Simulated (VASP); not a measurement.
# TaN (Fm-3m) in VASP: a series of runs

Aim: see how the results for TaN move with the level of theory and the settings. Levels: LDA, PBEsol. Tasks: single point.

Program: VASP 6.6.1. These are calculated values, not measurements. Logs are shortened: lines on timing, memory, paths and dates and some standing lists are left out, and cuts for length are marked.

## (1) The cell of the first run

Symmetry: Fm-3m, No. 225, cubic system. Conventional cell: a = 4.295 Å, b = 4.295 Å, c = 4.295 Å, α = 90.00°, β = 90.00°, γ = 90.00°. Ta (site symmetry m-3m) has 6 N at 2.15 Å within 2.8 Å. Within 2.8 Å of N (site symmetry m-3m) lie 6 Ta at 2.15 Å.

## (2) Single point, LDA (strained)

Contents of INCAR:

```
ALGO = Normal
EDIFF = 1E-6
ENCUT = 700
GGA = CA
GGA_COMPAT = F
ISIF = 2
ISMEAR = 0
LASPH = T
LCHARG = T
LELF = T
LREAL = F
LVHAR = T
LWAVE = F
NBANDS = 16
NELM = 120
PREC = Accurate
SIGMA = 0.1
```

Contents of KPOINTS:

```
k-points
0
Gamma
  16 16 16
```

Contents of POSCAR:

```
TaN
1.0
    0.0000000000      2.1474698700      2.1474698700
    2.1474698700      0.0000000000      2.1474698700
    2.1474698700      2.1474698700      0.0000000000
Ta N
1 1
Direct
    0.5000000000      0.5000000000      0.5000000000
    0.0000000000      0.0000000000      0.0000000000
```

Potentials or basis: VASP PAW LDA potentials, release 64 (Ta_sv_GW, N).

Command:

```
> cat potpaw_LDA.64/Ta_sv_GW/POTCAR potpaw_LDA.64/N/POTCAR > POTCAR
> mpirun -np 1 vasp_std > vasp.out
```

OUTCAR:

```text
EDIFF = 1E-6
   ENCUT = 700
   GGA = CA
   ISIF = 2
   ISMEAR = 0
   LASPH = T
   LREAL = F
   NELM = 120
   PREC = Accurate

 ion  position               nearest neighbor table
   1  0.500  0.500  0.500-   2 2.15   2 2.15   2 2.15   2 2.15   2 2.15   2 2.15
   2  0.000  0.000  0.000-   1 2.15   1 2.15   1 2.15   1 2.15   1 2.15   1 2.15

  LATTYP: Found a face centered cubic cell.
 ALAT       =     4.2949397400

  Lattice vectors:

 A1 = (   0.0000000000,   2.1474698700,   2.1474698700)
 A2 = (   2.1474698700,   0.0000000000,   2.1474698700)
 A3 = (   2.1474698700,   2.1474698700,   0.0000000000)

Analysis of symmetry for initial positions (statically):
=====================================================================
 Subroutine PRICEL returns:
 Original cell was already a primitive cell.

 Routine SETGRP: Setting up the symmetry group for a
 face centered cubic supercell.

 Subroutine GETGRP returns: Found 48 space group operations
 (whereof 48 operations were pure point group operations)
 out of a pool of 48 trial point group operations.

The static configuration has the point symmetry O_h .

Analysis of symmetry for dynamics (positions and initial velocities):
=====================================================================
 Subroutine PRICEL returns:
 Original cell was already a primitive cell.

 Routine SETGRP: Setting up the symmetry group for a
 face centered cubic supercell.

 Subroutine GETGRP returns: Found 48 space group operations
 (whereof 48 operations were pure point group operations)
 out of a pool of 48 trial point group operations.

The dynamic configuration has the point symmetry O_h .

 Subroutine INISYM returns: Found 48 space group operations
 (whereof 48 operations are pure point group operations),
 and found     1 'primitive' translations

----------------------------------------------------------------------------------------

                                     Primitive cell

  volume of cell :      19.8067

  direct lattice vectors                    reciprocal lattice vectors
     0.000000000  2.147469870  2.147469870    -0.232832137  0.232832137  0.232832137
     2.147469870  0.000000000  2.147469870     0.232832137 -0.232832137  0.232832137
     2.147469870  2.147469870  0.000000000     0.232832137  0.232832137 -0.232832137

  length of vectors
     3.036981015  3.036981015  3.036981015     0.403277092  0.403277092  0.403277092

  position of ions in fractional coordinates (direct lattice)
     0.500000000  0.500000000  0.500000000
     0.000000000  0.000000000  0.000000000

  ion indices of the primitive-cell ions
   primitive index   ion index
                 1           1
                 2           2

----------------------------------------------------------------------------------------

 KPOINTS: k-points

Automatic generation of k-mesh.
 Grid dimensions read from file:
 generate k-points for:   16   16   16

 Generating k-lattice:

  Cartesian coordinates                     Fractional coordinates (reciprocal lattice)
    -0.014552009  0.014552009  0.014552009     0.062500000  0.000000000  0.000000000
     0.014552009 -0.014552009  0.014552009     0.000000000  0.062500000  0.000000000
     0.014552009  0.014552009 -0.014552009     0.000000000  0.000000000  0.062500000

  Length of vectors
     0.025204818  0.025204818  0.025204818

  Shift w.r.t. Gamma in fractional coordinates (k-lattice)
     0.000000000  0.000000000  0.000000000

 Subroutine IBZKPT returns following result:
 ===========================================

 Found    145 irreducible k-points:

 Following reciprocal coordinates:
            Coordinates               Weight
  0.000000  0.000000  0.000000      1.000000
  0.062500  0.000000  0.000000      8.000000
  0.125000  0.000000  0.000000      8.000000
  0.187500  0.000000  0.000000      8.000000
  0.250000  0.000000  0.000000      8.000000
  0.312500  0.000000  0.000000      8.000000
[... 16 lines left out ...]
 -0.125000  0.062500  0.000000     24.000000
 -0.062500  0.062500  0.000000     12.000000
 [... further k-points ...]
   k-points           NKPTS =    145   k-points in BZ     NKDIM =    145   number of bands    NBANDS=     16
   number of dos      NEDOS =    301   number of ions     NIONS =      2
   total plane-waves  NPLWV =  21952
   dimension x,y,z NGX =    28 NGY =   28 NGZ =   28
   dimension x,y,z NGXF=    56 NGYF=   56 NGZF=   56
   ions per type =               1   1
   NGX,Y,Z   is equivalent  to a cutoff of  15.33, 15.33, 15.33 a.u.
   NGXF,Y,Z  is equivalent  to a cutoff of  30.65, 30.65, 30.65 a.u.
 SYSTEM =  unknown system
   PREC   = accura    normal or accurate (medium, high low for compatibility)
   ISTART =      0    job   : 0-new  1-cont  2-samecut
   ICHARG =      2    charge: 1-file 2-atom 10-const
   ISPIN  =      1    spin polarized calculation?
   LNONCOLLINEAR =      F non collinear calculations
   LSORBIT =      F    spin-orbit coupling
   LASPH  =      T    aspherical Exc in radial PAW
   ENCUT  =  700.0 eV  51.45 Ry    7.17 a.u.   6.55  6.55  6.55*2*pi/ulx,y,z
   NELM   =    120;   NELMIN=  2; NELMDL= -5     # of ELM steps
   EDIFF  = 0.1E-05   stopping-criterion for ELM
   LREAL  =      F    real-space projection
   EDIFFG = 0.1E-04   stopping-criterion for IOM
   NSW    =      0    number of steps for IOM
   IBRION =     -1    ionic relax: 0-MD 1-quasi-New 2-CG
   NFREE  =      0    steps in history (QN), initial steepest desc. (CG)
   ISIF   =      2    stress and relaxation
   ISYM   =      2    0-nonsym 1-usesym 2-fastsym
   POTIM  = 0.5000    time-step for ionic-motion
   TEBEG  =    0.0;   TEEND  =   0.0 temperature during run
   PSTRESS=    0.0 pullay stress
   NELECT =      18.0000    total number of electrons
   NUPDOWN=      -1.0000    fix difference up-down
   EMIN   =  10.00;   EMAX   =-10.00  energy-range for DOS
   EFERMI =   0.00;   METHOD = LEGACY
   ISMEAR =     0;   SIGMA  =   0.10  broadening in eV -4-tet -1-fermi 0-gaus
   EFERMI_NEDOS =   21; number of points for ismear=-14 and -15
   IALGO  =     38    algorithm
   IMIX   =      4    mixing-type and parameters
     AMIX     =   0.40;   BMIX     =  1.00
     AMIX_MAG =   1.60;   BMIX_MAG =  1.00
  volume/ion in A,a.u.               =       9.90        66.83
  Fermi-wavevector in a.u.,A,eV,Ry     =   1.585728  2.996591 34.212286  2.514532
  Thomas-Fermi vector in A             =   2.685148
   LORBIT       =      0    0 simple, 1 ext, 2 COOP (PROOUT), +10 PAW based schemes
   GGA     = CA    functional components
   LHFCALC =     F    Hartree Fock is set to
   AEXX    =    0.0000 exact exchange contribution
   IVDW    =     0    specifies the selected vdW correction
   LEPSILON=     F    determine dielectric tensor
   LRPA    =     F    only Hartree local field effects (RPA)
 non-spin polarized calculation
 Gauss-broadening in eV      SIGMA  =   0.10
  energy-cutoff  :      700.00
  volume of cell :       19.81
 maximum number of plane-waves:       869
 NGX is ok and might be reduce to    28
   NGX = 13   NGY = 13   NGZ = 13

 number of electron      17.9999999 magnetization

 Free energy of the ion-electron system (eV)
  ---------------------------------------------------
  ext. energy  EPLUGINS =         0.00000000
  ---------------------------------------------------
  free energy    TOTEN  =       -26.62836942 eV

  energy without entropy =      -26.62306505  energy(sigma->0) =      -26.62571724

 E-fermi :  14.6085     XC(G=0): -14.4790

 val. band max:       14.5905961581   @ k =  -0.3125   0.3750   0.1875
 cond. band min:      14.6098109076   @ k =  -0.3125   0.3125   0.1250
 fundamental gap:      0.0192147495
 Fermi energy:        14.6085111110

 k-point     1 :       0.0000    0.0000    0.0000
  band No.  band energies     occupation
      1     -54.3940      2.00000
      2     -20.7892      2.00000
      3     -20.7892      2.00000
      4     -20.7892      2.00000
      5      -4.5514      2.00000
      6      10.6509      2.00000
[... 8 lines left out ...]
     15      23.8758      0.00000
     16      40.2913      0.00000

 k-point     2 :       0.0625    0.0000    0.0000
  band No.  band energies     occupation
      1     -54.3908      2.00000
      2     -20.8367      2.00000
      3     -20.7933      2.00000
      4     -20.7933      2.00000
      5      -4.4404      2.00000
      6      10.1119      2.00000
[... 8 lines left out ...]
     15      24.1943      0.00000
     16      38.5944      0.00000

 k-point     3 :       0.1250    0.0000    0.0000
  band No.  band energies     occupation
      1     -54.3819      2.00000
      2     -20.9699      2.00000
      3     -20.8048      2.00000
      4     -20.8048      2.00000
      5      -4.1204      2.00000
      6       9.0367      2.00000
[... 8 lines left out ...]
     15      25.0834      0.00000
     16      36.2166      0.00000

 k-point     4 :       0.1875    0.0000    0.0000
  band No.  band energies     occupation
      1     -54.3686      2.00000
      2     -21.1633      2.00000
      3     -20.8220      2.00000
      4     -20.8220      2.00000
      5      -3.6274      2.00000
      6       7.8346      2.00000
[... 8 lines left out ...]
     15      26.3242      0.00000
     16      34.0617      0.00000
[... 324 lines left out ...]
 k-point    22 :      -0.1875    0.0625    0.0000
  band No.  band energies     occupation
      1     -54.3613      2.00000
      2     -21.2432      2.00000
      3     -20.8731      2.00000
      4     -20.8133      2.00000
      5      -3.3699      2.00000
      6       7.2388      2.00000
[... 8 lines left out ...]
     15      26.9413      0.00000
     16      32.4146      0.00000

 k-point    23 :      -0.1250    0.0625    0.0000
  band No.  band energies     occupation
      1     -54.3754      2.00000
      2     -21.0468      2.00000
      3     -20.8465      2.00000
      4     -20.7985      2.00000
      5      -3.8911      2.00000
      6       8.3456      2.00000
[... 8 lines left out ...]
     15      25.7127      0.00000
     16      34.5690      0.00000

 k-point    24 :      -0.0625    0.0625    0.0000
  band No.  band energies     occupation
      1     -54.3858      2.00000
      2     -20.9023      2.00000
      3     -20.8185      2.00000
      4     -20.7914      2.00000
      5      -4.2619      2.00000
      6       9.3810      2.00000
[... 8 lines left out ...]
     15      24.7015      0.00000
     16      36.9394      0.00000

 [... further k-points ...]

------------------------ aborting loop because EDIFF is reached ----------------------------------------

  FORCE on cell =-STRESS in cart. coord.  units (eV):
  Direction    XX          YY          ZZ          XY          YZ          ZX
  --------------------------------------------------------------------------------------
  -------------------------------------------------------------------------------------
  Total        2.0386217      2.0386217      2.0386217      0.0000000     -0.0000000     -0.0000000
  in kB      164.9058220    164.9058220    164.9058220      0.0000000     -0.0000000     -0.0000000
  external PRESSURE =     164.9058220 kB  Pullay stress =       0.0000000 kB

 VOLUME and BASIS-vectors are now :
 -----------------------------------------------------------------------------
  energy-cutoff  :      700.00
  volume of cell :       19.81
      direct lattice vectors                 reciprocal lattice vectors
     0.000000000  2.147469870  2.147469870    -0.232832137  0.232832137  0.232832137
     2.147469870  0.000000000  2.147469870     0.232832137 -0.232832137  0.232832137
     2.147469870  2.147469870  0.000000000     0.232832137  0.232832137 -0.232832137

 POSITION                                       TOTAL-FORCE (eV/Angst)
 -----------------------------------------------------------------------------------
      2.14747      2.14747      2.14747        -0.000000     -0.000000      0.000000
      0.00000      0.00000      0.00000         0.000000      0.000000      0.000000
 -----------------------------------------------------------------------------------
    total drift:                                0.000000      0.000000      0.000000

  FREE ENERGIE OF THE ION-ELECTRON SYSTEM (eV)
  ---------------------------------------------------
  free  energy   TOTEN  =       -26.6283694227 eV

  energy  without entropy=      -26.6230650505  energy(sigma->0) =      -26.62571724
```

It took 41 s on 1 thread of Intel Xeon 6975P-C (Granite Rapids), shared host; peak memory 0.21 GiB.

Results:

| Quantity | Value |
| --- | --- |
| Free energy | -26.6284 eV |
| Pressure | 16.5 GPa |
| Band gap on the k mesh | zero (bands 9 and 10 overlap by 4.45 eV) |

Caveat: the cell differs from its parent crystal (strained); the cell stands under pressure; spin-orbit coupling is left out, which moves the levels of the heavy elements.

## (3) Single point, PBEsol

This run uses another cell than the first one, of 9.85 Å³/atom.

Contents of INCAR:

```
SYSTEM = TaN
ALGO = Normal ; EDIFF = 1E-6
ENCUT = 700 ; GGA = PS
GGA_COMPAT = .False. ; ISIF = 2
ISMEAR = 0 ; LASPH = .True.
LCHARG = .True. ; LELF = .True.
LREAL = .False. ; LVHAR = .True.
LWAVE = .False. ; NBANDS = 16
NELM = 120 ; PREC = Accurate
SIGMA = 0.1
```

Contents of KPOINTS:

```
k-points
0
Gamma
  16 16 16
  0 0 0
```

Contents of POSCAR:

```
TaN
1.0
    0.0000000000      2.1437080066      2.1437080066
    2.1437080066      0.0000000000      2.1437080066
    2.1437080066      2.1437080066      0.0000000000
Ta N
1 1
Direct
    0.5000000000      0.5000000000      0.5000000000
    0.0000000000      0.0000000000      0.0000000000
```

Potentials or basis: VASP PAW PBE potentials, release 64 (Ta_sv_GW, N).

Command:

```
> cat potpaw_PBE.64/Ta_sv_GW/POTCAR potpaw_PBE.64/N/POTCAR > POTCAR
> mpirun -np 1 vasp_std > vasp.out
```

Wall time 39 s (1 thread of Intel Xeon 6975P-C (Granite Rapids), shared host); peak memory 0.23 GiB.

The run converged. Its results:

```
Free energy            : -25.6656 eV
Pressure               : 25.2 GPa
Band gap on the k mesh : zero (bands 9 and 10 overlap by 4.51 eV)
```

Levels at points of the mesh, in eV from the Fermi level:
```csv
k point,band 6,band 7,band 8,band 9,band 10,band 11,band 12,band 13
"(0.00, 0.00, 0.00)",-4.00,-4.00,-4.00,-2.33,-2.33,-2.33,0.06,0.06
"(0.50, 0.00, 0.00)",-11.02,-8.15,-8.15,2.17,2.17,2.27,4.03,8.42
"(0.50, 0.50, 0.00)",-6.74,-6.03,-4.76,-4.76,2.37,4.04,4.04,5.44
```

Caveat: the cell stands under pressure; the PAW data sets were made with another functional, which shifts forces and pressure a little; spin-orbit coupling is left out, which moves the levels of the heavy elements.

## (4) Single point, PBEsol

This run uses another cell than the first one, of 10.35 Å³/atom.

Contents of INCAR:

```
SYSTEM = TaN
  ALGO = Normal
  EDIFF = 1E-6
  ENCUT = 700
  GGA = PS
  GGA_COMPAT = .False.
  ISIF = 2
  ISMEAR = 0
  LASPH = .True.
  LCHARG = .True.
  LELF = .True.
  LREAL = .False.
  LVHAR = .True.
  LWAVE = .False.
  NBANDS = 16
  NELM = 120
  PREC = Accurate
  SIGMA = 0.1
```

KPOINTS is that of step 3.

Contents of POSCAR:

```
TaN
1.0
    0.0000000000      2.1790000000      2.1790000000
    2.1790000000      0.0000000000      2.1790000000
    2.1790000000      2.1790000000      0.0000000000
Ta N
1 1
Direct
    0.5000000000      0.5000000000      0.5000000000
    0.0000000000      0.0000000000      0.0000000000
```

Command:

```
> cat potpaw_PBE.64/Ta_sv_GW/POTCAR potpaw_PBE.64/N/POTCAR > POTCAR
> mpirun -np 1 vasp_std > vasp.out
```

Wall time 61 s (1 thread of AMD EPYC 7R13 (Zen 3), shared host); peak memory 0.2 GiB.

The run converged. Its results:

```yaml
Free_energy: -25.7574 eV
Pressure: 4.5 GPa
Band_gap_on_the_k_mesh: zero (bands 9 and 10 overlap by 4.20 eV)
```

Levels at points of the mesh, in eV from the Fermi level:
| k point | band 5 | band 6 | band 7 | band 8 | band 9 | band 10 | band 11 | band 12 | band 13 | band 14 |
| --- | --- | --- | --- | --- | --- | --- | --- | --- | --- | --- |
| (0.00, 0.00, 0.00) | -19.00 | -3.86 | -3.86 | -3.86 | -2.19 | -2.19 | -2.19 | 0.05 | 0.05 | 1.77 |
| (0.50, 0.00, 0.00) | -15.77 | -10.61 | -7.77 | -7.77 | 2.01 | 2.01 | 2.10 | 3.87 | 7.86 | 7.86 |
| (0.50, 0.50, 0.00) | -17.74 | -6.67 | -5.67 | -4.66 | -4.66 | 2.20 | 3.74 | 3.74 | 4.87 | 7.06 |

Caveat: the cell stands under pressure; the PAW data sets were made with another functional, which shifts forces and pressure a little; spin-orbit coupling is left out, which moves the levels of the heavy elements.

## (5) Single point, PBEsol (strained)

Contents of INCAR:

```
  ALGO = Normal
  EDIFF = 1E-6
  ENCUT = 700
  GGA = PS
  GGA_COMPAT = F
  ISIF = 2
  ISMEAR = 0
  LASPH = T
  LCHARG = F
  LREAL = F
  LWAVE = F
  NBANDS = 16
  NELM = 120
  PREC = Accurate
  SIGMA = 0.1
```

Contents of KPOINTS:

```
k-points
0
Gamma
  16 16 16
```

Contents of POSCAR:

```
TaN
1.0
    0.0000000000      2.1643571200      2.1643571200
    2.1643571200      0.0000000000      2.1643571200
    2.1643571200      2.1643571200      0.0000000000
Ta N
1 1
Direct
    0.5000000000      0.5000000000      0.5000000000
    0.0000000000      0.0000000000      0.0000000000
```

Command:

```
> cat potpaw_PBE.64/Ta_sv_GW/POTCAR potpaw_PBE.64/N/POTCAR > POTCAR
> mpirun -np 1 vasp_std > vasp.out
```

Wall time 2.9 min (1 thread of AMD EPYC, shared host); peak memory 0.2 GiB.

Results (log left out):

* Free energy: -25.7344 eV
* Pressure: 12.6 GPa
* Band gap on the k mesh: zero (bands 9 and 10 overlap by 4.32 eV)

Levels at points of the mesh, in eV from the Fermi level:
```
           k point  band 5  band 6  band 7  band 8  band 9  band 10  band 11  band 12  band 13  band 14
(0.00, 0.00, 0.00)  -19.17   -3.92   -3.92   -3.92   -2.25    -2.25    -2.25     0.06     0.06     1.95
(0.50, 0.00, 0.00)  -15.81  -10.78   -7.93   -7.93    2.08     2.08     2.17     3.94     8.09     8.09
(0.50, 0.50, 0.00)  -17.90   -6.70   -5.81   -4.71   -4.71     2.27     3.87     3.87     5.10     7.30
```

Caveat: the cell differs from its parent crystal (strained); the cell stands under pressure; the PAW data sets were made with another functional, which shifts forces and pressure a little; spin-orbit coupling is left out, which moves the levels of the heavy elements.

## (6) Summary

| level | potentials or basis | cell | gap on the mesh (eV) | pressure (GPa) |
| --- | --- | --- | --- | --- |
| LDA | VASP PAW LDA potentials, release 64 (Ta_sv_GW, N) | a = 3.037 Å, angles 60.0°, 2 atoms | none | 16.5 |
| PBEsol | VASP PAW PBE potentials, release 64 (Ta_sv_GW, N) | a = 3.032 Å, angles 60.0°, 2 atoms | none | 25.2 |
| PBEsol | VASP PAW PBE potentials, release 64 (Ta_sv_GW, N) | a = 3.082 Å, angles 60.0°, 2 atoms | none | 4.5 |
| PBEsol | VASP PAW PBE potentials, release 64 (Ta_sv_GW, N) | a = 3.061 Å, angles 60.0°, 2 atoms | none | 12.6 |

Alike in all rows: task single point; no spin polarisation; k mesh 16 × 16 × 16; cutoff (eV) 700; smearing gaussian 0.1 eV.

Caveats: the cell stands under pressure; spin-orbit coupling is left out, which moves the levels of the heavy elements; the PAW data sets were made with another functional, which shifts forces and pressure a little (at least some runs).

Absolute energies hang on the potentials; compare differences alone.
